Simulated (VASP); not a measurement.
Input of a VASP 6.6.1 run:

Contents of POSCAR:

```
Br
1.0
    3.5561452287     -2.1274589715      0.0000000000
    3.5561452287      2.1274589715      0.0000000000
    0.0000000000      0.0000000000      8.7699810166
Br
4
Direct
    0.8608174711      0.1391825289      0.1157818195
    0.6391825289      0.3608174711      0.6157818195
    0.1391825289      0.8608174711      0.8842181805
    0.3608174711      0.6391825289      0.3842181805
```

The input INCAR.step1:

```
SYSTEM = Br
ALGO = Normal ; EDIFF = 1E-4
ENCUT = 520 ; GGA = PE
ISMEAR = -1 ; LASPH = .True.
LCHARG = .False. ; LREAL = .False.
LWAVE = .True. ; NBANDS = 22
NELM = 80 ; PREC = Accurate
SIGMA = 0.05
```

File INCAR.step2:

```
SYSTEM = Br
ALGO = Normal ; EDIFF = 1E-6
ENCUT = 520 ; ISIF = 2
ISMEAR = -1 ; ISTART = 1
LASPH = .True. ; LCHARG = .False.
LMIXTAU = .True. ; LREAL = .False.
LWAVE = .False. ; METAGGA = R2SCAN
NBANDS = 22 ; NELM = 80
PREC = Accurate ; SIGMA = 0.05
```

Contents of KPOINTS:

```
k-points
0
Gamma
  4 4 2
  0 0 0
```

Potentials or basis: VASP PAW PBE potentials, release 64 (Br).

The run is started by

```sh
$ cat potpaw_PBE.64/Br/POTCAR > POTCAR
$ cp INCAR.step1 INCAR
$ mpirun -np 1 vasp_std > vasp.out
$ cp INCAR.step2 INCAR
$ mpirun -np 1 vasp_std > vasp.out
```

(1) Predict the largest force.

(2) Estimate the band gap on the k mesh.

(3) Estimate the pressure.

## Answers

(1) 0.004 eV/Å.

(2) 1.67 eV, direct.

(3) 0.0 GPa.

Caveat: the k points lie up to 0.43 Å⁻¹ apart; the PAW data sets were made with another functional, which shifts forces and pressure a little.
